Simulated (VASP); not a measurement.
A run of VASP 6.6.1 is set up as follows.

The input INCAR:

```
SYSTEM = Cd
PREC = Accurate
ENCUT = 520
EDIFF = 1E-7
ISMEAR = 1
SIGMA = 0.1
LREAL = .FALSE.
LASPH = .TRUE.
NELM = 100
ALGO = Normal
ISIF = 2
LWAVE = .FALSE.
LCHARG = .FALSE.
GGA = PS
NBANDS = 19
```

KPOINTS

```
regular mesh
0
G
  11 11 5
  0 0 0
```

The input POSCAR:

```
Cd
1.0
    2.9788700000      0.0000000000      0.0000000000
   -1.4894350000      2.5797770000      0.0000000000
    0.0000000000      0.0000000000      5.6176500000
Cd
2
Direct
    0.3333333333      0.6666666667      0.2500000000
    0.6666666667      0.3333333333      0.7500000000
```

Potentials or basis: VASP PAW PBE potentials, release 64 (Cd).

Command:

```console
$ cat potpaw_PBE.64/Cd/POTCAR > POTCAR
$ mpirun -np 1 vasp_std > vasp.out
```

Question: Estimate the pressure.

Answer: -1.1 GPa.

Question: Estimate the band gap on the k mesh.

Answer: Zero (band 12 reaches 4.43 eV, above the bottom of band 13 at -0.25 eV).

Stress tensor (GPa, compression positive):
```
-0.49  0.00  0.00
 0.00 -0.49  0.00
 0.00  0.00 -2.28
```

Caveat: the PAW data sets were made with another functional, which shifts forces and pressure a little.
